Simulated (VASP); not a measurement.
A run of VASP 6.6.1 is set up as follows.

File POSCAR:

```
ZnS
1.0
    0.0000000000      2.6540954973      2.6945131952
    2.6540954973      0.0000000000      2.6945131952
    2.6540954973      2.6540954973      0.0000000000
Zn S
1 1
Direct
    0.0000000000      0.0000000000      0.0000000000
    0.7500000000      0.7500000000      0.7500000000
```

INCAR.step1

```
SYSTEM = ZnS
ALGO = Normal ; EDIFF = 1E-4
ENCUT = 520 ; GGA = PE
ISMEAR = 0 ; LASPH = .TRUE.
LCHARG = .FALSE. ; LREAL = .FALSE.
LWAVE = .TRUE. ; NBANDS = 16
NELM = 100 ; PREC = Accurate
SIGMA = 0.05
```

INCAR.step2

```
SYSTEM = ZnS
ALGO = Normal ; EDIFF = 1E-6
ENCUT = 520 ; ISIF = 2
ISMEAR = 0 ; ISTART = 1
LASPH = .TRUE. ; LCHARG = .FALSE.
LMIXTAU = .TRUE. ; LREAL = .FALSE.
LWAVE = .FALSE. ; METAGGA = R2SCAN
NBANDS = 16 ; NELM = 100
PREC = Accurate ; SIGMA = 0.05
```

KPOINTS

```
k-points
0
G
  8 8 8
  0 0 0
```

Potentials or basis: VASP PAW PBE potentials, release 64 (Zn, S).

Command:

```console
$ cat potpaw_PBE.64/Zn/POTCAR potpaw_PBE.64/S/POTCAR > POTCAR
$ cp INCAR.step1 INCAR
$ mpirun -np 1 vasp_std > vasp.out
$ cp INCAR.step2 INCAR
$ mpirun -np 1 vasp_std > vasp.out
```

**Question.** Estimate the pressure.

**Answer.** 2.6 GPa.

**Question.** What does it give for the band gap on the k mesh?

**Answer.** 2.84 eV, direct.

Stress tensor (GPa, compression positive):
```
2.77 0.00 0.00
0.00 2.77 0.00
0.00 0.00 2.13
```

Caveat: the cell differs from its parent crystal (strain -0.015 along x and y, +0.000 along z); the PAW data sets were made with another functional, which shifts forces and pressure a little.
